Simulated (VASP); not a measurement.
# Hf (Fd-3m) in VASP: a series of runs

The runs below take Hf through relaxation of cell and atoms, with PBE.

Program: VASP 6.6.1. These are calculated values, not measurements. Logs are shortened: lines on timing, memory, paths and dates and some standing lists are left out, and cuts for length are marked.

## 1. The cell of the first run

The structure is cubic, space group Fd-3m (No. 227). The conventional cell has a = 4.849 Å, b = 4.849 Å, c = 4.849 Å, α = 90.00°, β = 90.00°, γ = 90.00°. Hf (site symmetry -43m) has 4 Hf at 2.10 Å within 2.8 Å.

## 2. Relaxation of cell and atoms, PBE, target pressure 140 GPa, at which the enthalpy is minimised

The input, INCAR:

```
SYSTEM = Hf
  PREC = Accurate
  ENCUT = 600
  EDIFF = 1E-6
  ISMEAR = -1
  SIGMA = 0.08
  LREAL = .False.
  LASPH = .True.
  NELM = 100
  ALGO = Normal
  ISIF = 3
  LWAVE = .False.
  LCHARG = .False.
  GGA = PE
  IBRION = 2
  NSW = 60
  EDIFFG = -0.005
  PSTRESS = 1400.0
```

The input, KPOINTS:

```
regular mesh
0
Gamma
  13 13 13
  0 0 0
```

The input, POSCAR:

```
Hf
1.0
    0.0000000000      2.4245436252      2.4245436252
    2.4245436252      0.0000000000      2.4245436252
    2.4245436252      2.4245436252      0.0000000000
Hf
2
Direct
   -0.1250000000     -0.1250000000     -0.1250000000
    0.1250000000      0.1250000000      0.1250000000
```

Potentials or basis: VASP PAW PBE potentials, release 64 (Hf_pv).

On the command line:

```
$ cat potpaw_PBE.64/Hf_pv/POTCAR > POTCAR
$ mpirun -np 1 vasp_std > vasp.out
```

OUTCAR:

```text
SYSTEM = Hf
   PREC = Accurate
   ENCUT = 600
   EDIFF = 1E-6
   ISMEAR = -1
   LREAL = .False.
   LASPH = .True.
   NELM = 100
   ISIF = 3
   GGA = PE
   IBRION = 2
   NSW = 60
   EDIFFG = -0.005
   PSTRESS = 1400.0

 ion  position               nearest neighbor table
   1  0.875  0.875  0.875-   2 2.10   2 2.10   2 2.10   2 2.10
   2  0.125  0.125  0.125-   1 2.10   1 2.10   1 2.10   1 2.10

  LATTYP: Found a face centered cubic cell.
 ALAT       =     4.8490872504

  Lattice vectors:

 A1 = (   0.0000000000,   2.4245436252,   2.4245436252)
 A2 = (   2.4245436252,   0.0000000000,   2.4245436252)
 A3 = (   2.4245436252,   2.4245436252,   0.0000000000)

Analysis of symmetry for initial positions (statically):
=====================================================================
 Subroutine PRICEL returns:
 Original cell was already a primitive cell.

 Routine SETGRP: Setting up the symmetry group for a
 face centered cubic supercell.

 Subroutine GETGRP returns: Found 48 space group operations
 (whereof 12 operations were pure point group operations)
 out of a pool of 48 trial point group operations.

The static configuration has the point symmetry D_3d.
 The point group associated with its full space group is O_h .

Analysis of symmetry for dynamics (positions and initial velocities):
=====================================================================
 Subroutine PRICEL returns:
 Original cell was already a primitive cell.

 Routine SETGRP: Setting up the symmetry group for a
 face centered cubic supercell.

 Subroutine GETGRP returns: Found 48 space group operations
 (whereof 12 operations were pure point group operations)
 out of a pool of 48 trial point group operations.

The dynamic configuration has the point symmetry D_3d.
 The point group associated with its full space group is O_h .

 Subroutine INISYM returns: Found 48 space group operations
 (whereof 12 operations are pure point group operations),
 and found     1 'primitive' translations

----------------------------------------------------------------------------------------

                                     Primitive cell

  volume of cell :      28.5049

  direct lattice vectors                    reciprocal lattice vectors
     0.000000000  2.424543625  2.424543625    -0.206224378  0.206224378  0.206224378
     2.424543625  0.000000000  2.424543625     0.206224378 -0.206224378  0.206224378
     2.424543625  2.424543625  0.000000000     0.206224378  0.206224378 -0.206224378

  length of vectors
     3.428822477  3.428822477  3.428822477     0.357191100  0.357191100  0.357191100

  position of ions in fractional coordinates (direct lattice)
     0.875000000  0.875000000  0.875000000
     0.125000000  0.125000000  0.125000000

  ion indices of the primitive-cell ions
   primitive index   ion index
                 1           1
                 2           2

----------------------------------------------------------------------------------------

 KPOINTS: regular mesh

Automatic generation of k-mesh.
 Grid dimensions read from file:
 generate k-points for:   13   13   13

 Generating k-lattice:

  Cartesian coordinates                     Fractional coordinates (reciprocal lattice)
    -0.015863414  0.015863414  0.015863414     0.076923077  0.000000000  0.000000000
     0.015863414 -0.015863414  0.015863414     0.000000000  0.076923077  0.000000000
     0.015863414  0.015863414 -0.015863414     0.000000000  0.000000000  0.076923077

  Length of vectors
     0.027476238  0.027476238  0.027476238

  Shift w.r.t. Gamma in fractional coordinates (k-lattice)
     0.000000000  0.000000000  0.000000000

 Subroutine IBZKPT returns following result:
 ===========================================

 Found     84 irreducible k-points:

 Following reciprocal coordinates:
            Coordinates               Weight
  0.000000  0.000000  0.000000      1.000000
  0.076923  0.000000  0.000000      8.000000
  0.153846  0.000000  0.000000      8.000000
  0.230769  0.000000  0.000000      8.000000
  0.307692  0.000000  0.000000      8.000000
  0.384615  0.000000  0.000000      8.000000
[... 16 lines left out ...]
  0.384615  0.153846  0.000000     24.000000
  0.461538  0.153846  0.000000     24.000000
 [... further k-points ...]
   k-points           NKPTS =     84   k-points in BZ     NKDIM =     84   number of bands    NBANDS=     14
   number of dos      NEDOS =    301   number of ions     NIONS =      2
   total plane-waves  NPLWV =  21952
   dimension x,y,z NGX =    28 NGY =   28 NGZ =   28
   dimension x,y,z NGXF=    56 NGYF=   56 NGZF=   56
   ions per type =               2
   NGX,Y,Z   is equivalent  to a cutoff of  13.58, 13.58, 13.58 a.u.
   NGXF,Y,Z  is equivalent  to a cutoff of  27.15, 27.15, 27.15 a.u.
 SYSTEM =  Hf
   PREC   = accura    normal or accurate (medium, high low for compatibility)
   ISTART =      0    job   : 0-new  1-cont  2-samecut
   ICHARG =      2    charge: 1-file 2-atom 10-const
   ISPIN  =      1    spin polarized calculation?
   LNONCOLLINEAR =      F non collinear calculations
   LSORBIT =      F    spin-orbit coupling
   LASPH  =      T    aspherical Exc in radial PAW
   ENCUT  =  600.0 eV  44.10 Ry    6.64 a.u.   6.85  6.85  6.85*2*pi/ulx,y,z
   NELM   =    100;   NELMIN=  2; NELMDL= -5     # of ELM steps
   EDIFF  = 0.1E-05   stopping-criterion for ELM
   LREAL  =      F    real-space projection
   EDIFFG = -.5E-02   stopping-criterion for IOM
   NSW    =     60    number of steps for IOM
   IBRION =      2    ionic relax: 0-MD 1-quasi-New 2-CG
   NFREE  =      1    steps in history (QN), initial steepest desc. (CG)
   ISIF   =      3    stress and relaxation
   ISYM   =      2    0-nonsym 1-usesym 2-fastsym
   POTIM  = 0.5000    time-step for ionic-motion
   TEBEG  =    0.0;   TEEND  =   0.0 temperature during run
   PSTRESS= 1400.0 pullay stress
   NELECT =      20.0000    total number of electrons
   NUPDOWN=      -1.0000    fix difference up-down
   EMIN   =  10.00;   EMAX   =-10.00  energy-range for DOS
   EFERMI =   0.00;   METHOD = LEGACY
   ISMEAR =    -1;   SIGMA  =   0.08  broadening in eV -4-tet -1-fermi 0-gaus
   EFERMI_NEDOS =   21; number of points for ismear=-14 and -15
   IALGO  =     38    algorithm
   IMIX   =      4    mixing-type and parameters
     AMIX     =   0.40;   BMIX     =  1.00
     AMIX_MAG =   1.60;   BMIX_MAG =  1.00
  volume/ion in A,a.u.               =      14.25        96.18
  Fermi-wavevector in a.u.,A,eV,Ry     =   1.454716  2.749014 28.792623  2.116198
  Thomas-Fermi vector in A             =   2.571834
   LORBIT       =      0    0 simple, 1 ext, 2 COOP (PROOUT), +10 PAW based schemes
   GGA     = PE    functional components
   LHFCALC =     F    Hartree Fock is set to
   AEXX    =    0.0000 exact exchange contribution
   IVDW    =     0    specifies the selected vdW correction
   LEPSILON=     F    determine dielectric tensor
   LRPA    =     F    only Hartree local field effects (RPA)
 conjugate gradient relaxation of ions
 non-spin polarized calculation
  energy-cutoff  :      600.00
  volume of cell :       28.50
 maximum number of plane-waves:       966
   NGX = 13   NGY = 13   NGZ = 13

--------------------------------------- Ionic step        1  -------------------------------------------

 number of electron      20.0000002 magnetization

 Free energy of the ion-electron system (eV)
  ---------------------------------------------------
  ext. energy  EPLUGINS =         0.00000000
  ---------------------------------------------------
  free energy    TOTEN  =        -5.44893794 eV

  energy without entropy =       -5.40861177  energy(sigma->0) =       -5.42877485

------------------------ aborting loop because EDIFF is reached ----------------------------------------

  FORCE on cell =-STRESS in cart. coord.  units (eV):
  Direction    XX          YY          ZZ          XY          YZ          ZX
  --------------------------------------------------------------------------------------
  -------------------------------------------------------------------------------------
  Total       29.5393549     29.5393549     29.5393549      0.0000000      0.0000000     -0.0000000
  in kB     1660.3191805   1660.3191805   1660.3191805      0.0000000      0.0000000     -0.0000000
  external PRESSURE =     260.3191805 kB  Pullay stress =    1400.0000000 kB
[... 93 lines left out ...]
  FREE ENERGIE OF THE ION-ELECTRON SYSTEM (eV)
  ---------------------------------------------------
  free  energy   TOTEN  =        -6.9759699580 eV

  energy  without entropy=       -6.9303300690  energy(sigma->0) =       -6.95315001

  enthalpy is  TOTEN    =        19.3568490391 eV   P V=       26.3328189971

[... ionic steps 4 to 18 ...]

--------------------------------------- Ionic step       19  -------------------------------------------

 number of electron      20.0000001 magnetization

------------------------ aborting loop because EDIFF is reached ----------------------------------------

  FORCE on cell =-STRESS in cart. coord.  units (eV):
  Direction    XX          YY          ZZ          XY          YZ          ZX
  --------------------------------------------------------------------------------------
  -------------------------------------------------------------------------------------
  Total       26.0904566     26.0904566     26.0904566      0.0000000     -0.0000000     -0.0000000
  in kB     1399.3096544   1399.3096544   1399.3096544      0.0000000     -0.0000000     -0.0000000
  external PRESSURE =      -0.6903456 kB  Pullay stress =    1400.0000000 kB
[... 61 lines left out ...]
  enthalpy is  TOTEN    =        19.3532134231 eV   P V=       26.1008822226

--------------------------------------- Ionic step       21  -------------------------------------------

 number of electron      20.0000001 magnetization

 Free energy of the ion-electron system (eV)
  ---------------------------------------------------
  ext. energy  EPLUGINS =         0.00000000
  ---------------------------------------------------
  free energy    TOTEN  =        -6.74642386 eV

  energy without entropy =       -6.70168041  energy(sigma->0) =       -6.72405214

 E-fermi :   7.7374     XC(G=0): -12.9523

 val. band max:        7.7364306422   @ k =  -0.4615   0.3077   0.0769
 cond. band min:       7.7454254213   @ k =  -0.4615   0.3846   0.0769
 fundamental gap:      0.0089947790
 Fermi energy:         7.7374262560

 k-point     1 :       0.0000    0.0000    0.0000
  band No.  band energies     occupation
      1     -25.3626      2.00000
      2     -25.3626      2.00000
      3     -25.3626      2.00000
      4     -21.4677      2.00000
      5     -21.4677      2.00000
      6     -21.4677      2.00000
      7       0.3782      2.00000
      8       4.3372      2.00000
      9       4.3372      2.00000
     10       7.9225      0.17998
     11       7.9225      0.17998
     12       7.9225      0.17998
     13      12.7025      0.00000
     14      12.7025      0.00000
[... 375 lines left out ...]
 k-point    24 :       0.4615    0.1538    0.0000
  band No.  band energies     occupation
      1     -26.2654      2.00000
      2     -26.0280      2.00000
      3     -24.8902      2.00000
      4     -21.7048      2.00000
      5     -20.4980      2.00000
      6     -20.2667      2.00000
      7       2.9278      2.00000
      8       3.5558      2.00000
      9       5.3673      2.00000
     10       6.4221      2.00000
     11       6.9964      1.99981
     12       9.1074      0.00000
     13      10.4485      0.00000
     14      12.9702      0.00000

 [... further k-points ...]

------------------------ aborting loop because EDIFF is reached ----------------------------------------

  FORCE on cell =-STRESS in cart. coord.  units (eV):
  Direction    XX          YY          ZZ          XY          YZ          ZX
  --------------------------------------------------------------------------------------
  -------------------------------------------------------------------------------------
  Total       26.0953660     26.0953660     26.0953660     -0.0000000     -0.0000000     -0.0000000
  in kB     1399.7708895   1399.7708895   1399.7708895     -0.0000000     -0.0000000     -0.0000000
  external PRESSURE =      -0.2291105 kB  Pullay stress =    1400.0000000 kB
[... 17 lines left out ...]
  FREE ENERGIE OF THE ION-ELECTRON SYSTEM (eV)
  ---------------------------------------------------
  free  energy   TOTEN  =        -6.7464238639 eV

  energy  without entropy=       -6.7016804079  energy(sigma->0) =       -6.72405214

  enthalpy is  TOTEN    =        19.3532133182 eV   P V=       26.0996371821

 reached required accuracy - stopping structural energy minimisation
```

Run time: 2.1 min. Hardware: 1 thread of Intel Xeon Platinum 8559C (Emerald Rapids), shared host; peak memory 0.19 GiB.

Results:

| Item | Value |
| --- | --- |
| Free energy | -6.7464 eV |
| Relaxed volume | 14.93 Å³/atom |
| Relaxed cell | a = 3.483 Å, b = 3.483 Å, c = 3.483 Å, α = 60.00°, β = 60.00°, γ = 60.00° |
| Space group after relaxing (to 0.05 Å) | Fd-3m (No. 227) |
| Energy change on relaxing (the enthalpy is what falls) | -648.7 meV/atom |
| Ionic steps | 21 |
| Pressure after relaxing | 140.0 GPa |
| Band gap on the k mesh | zero (band 10 reaches 8.51 eV, above the bottom of band 11 at 6.81 eV) |

The path:
```csv
step,energy change (eV),largest force (eV/Å),pressure (GPa),volume (Å³)
1,0.0000,0.0000,166.03,28.50
2,-6.3584,0.0000,50.88,39.17
3,-1.5270,0.0000,135.70,30.14
4,-1.3155,0.0000,139.65,29.89
5,-1.2910,0.0000,140.12,29.86
6,-1.2912,0.0000,140.12,29.86
7,-1.2917,0.0000,140.12,29.86
8,-1.2917,0.0000,140.11,29.86
9,-1.2917,0.0000,140.11,29.86
10,-1.2917,0.0000,140.11,29.86
11,-1.2917,0.0000,140.11,29.86
12,-1.2918,0.0000,140.11,29.86
13,-1.2918,0.0000,140.11,29.86
14,-1.2920,0.0000,140.11,29.86
15,-1.2923,0.0000,140.10,29.86
16,-1.2929,0.0000,140.10,29.86
17,-1.2941,0.0000,140.09,29.86
18,-1.2964,0.0000,140.07,29.87
19,-1.3012,0.0000,139.93,29.87
20,-1.2987,0.0000,139.92,29.87
21,-1.2975,0.0000,139.98,29.87
```

Final structure:
```cif
data_structure
_symmetry_space_group_name_H-M 'P 1'
_symmetry_Int_Tables_number 1
_cell_length_a 3.4827
_cell_length_b 3.4827
_cell_length_c 3.4827
_cell_angle_alpha 60.000
_cell_angle_beta 60.000
_cell_angle_gamma 60.000
_cell_volume 29.87
loop_
_atom_site_label
_atom_site_type_symbol
_atom_site_fract_x
_atom_site_fract_y
_atom_site_fract_z
_atom_site_occupancy
Hf1 Hf 0.87500 0.87500 0.87500 1
Hf2 Hf 0.12500 0.12500 0.12500 1
```

Caveat: the cell is relaxed towards a set pressure, so the enthalpy falls and the energy may rise; spin-orbit coupling is left out, which moves the levels of the heavy elements.

## 3. Relaxation of cell and atoms, PBE, target pressure 140 GPa, at which the enthalpy is minimised

This run uses another cell than the first one, of 15.09 Å³/atom, 1.059 times its volume.

The input, INCAR:

```
SYSTEM = Hf
PREC = Accurate
ENCUT = 600
EDIFF = 1E-6
ISMEAR = -1
SIGMA = 0.08
LREAL = .False.
LASPH = .True.
NELM = 60
ALGO = Normal
ISIF = 3
LWAVE = .False.
LCHARG = .False.
GGA = PE
IBRION = 2
NSW = 32
EDIFFG = -0.005
PSTRESS = 1400.0
```

KPOINTS is that of step 2.

The input, POSCAR:

```
Hf
1.0
    0.0000000000      2.4714073436      2.4714073436
    2.4714073436      0.0000000000      2.4714073436
    2.4714073436      2.4714073436      0.0000000000
Hf
2
Direct
   -0.1250000000     -0.1250000000     -0.1250000000
    0.1250000000      0.1250000000      0.1250000000
```

Potentials or basis: VASP PAW PBE potentials, release 64 (Hf_pv).

On the command line:

```
$ cat potpaw_PBE.64/Hf_pv/POTCAR > POTCAR
$ mpirun -np 1 vasp_std > vasp.out
```

It took 54 s on 1 thread of Intel Xeon Platinum 8559C (Emerald Rapids), shared host; peak memory 0.19 GiB.

It converged, with:

```yaml
Free_energy: -6.7470 eV
Relaxed_volume: 14.93 Å³/atom
Relaxed_cell: a = 3.483 Å, b = 3.483 Å, c = 3.483 Å, α = 60.00°, β = 60.00°, γ = 60.00°
Space_group_after_relaxing_to_0.05_Å: Fd-3m (No. 227)
Energy_change_on_relaxing_the_enthalpy_is_what_falls: +137.6 meV/atom
Ionic_steps: 4
Pressure_after_relaxing: 140.0 GPa
Band_gap_on_the_k_mesh: zero (band 10 reaches 8.51 eV, above the bottom of band 11 at 6.81 eV)
```

Step by step:
| step | energy change (eV) | largest force (eV/Å) | pressure (GPa) | volume (Å³) |
| --- | --- | --- | --- | --- |
| 1 | 0.0000 | 0.0000 | 134.85 | 30.19 |
| 2 | 1.9835 | 0.0000 | 174.60 | 28.12 |
| 3 | 0.2652 | 0.0000 | 139.79 | 29.88 |
| 4 | 0.2753 | 0.0000 | 139.99 | 29.87 |

Final structure:
```
Hf
1.0
     0.00000    2.46262    2.46262
     2.46262    0.00000    2.46262
     2.46262    2.46262    0.00000
Hf
2
Direct
  0.87500 0.87500 0.87500
  0.12500 0.12500 0.12500
```

Levels at points of the mesh, in eV from the Fermi level:
| k point | band 8 | band 9 | band 10 | band 11 | band 12 | band 13 |
| --- | --- | --- | --- | --- | --- | --- |
| (0.00, 0.00, 0.00) | -3.40 | -3.40 | 0.19 | 0.19 | 0.19 | 4.96 |

Caveat: the cell is relaxed towards a set pressure, so the enthalpy falls and the energy may rise; spin-orbit coupling is left out, which moves the levels of the heavy elements.
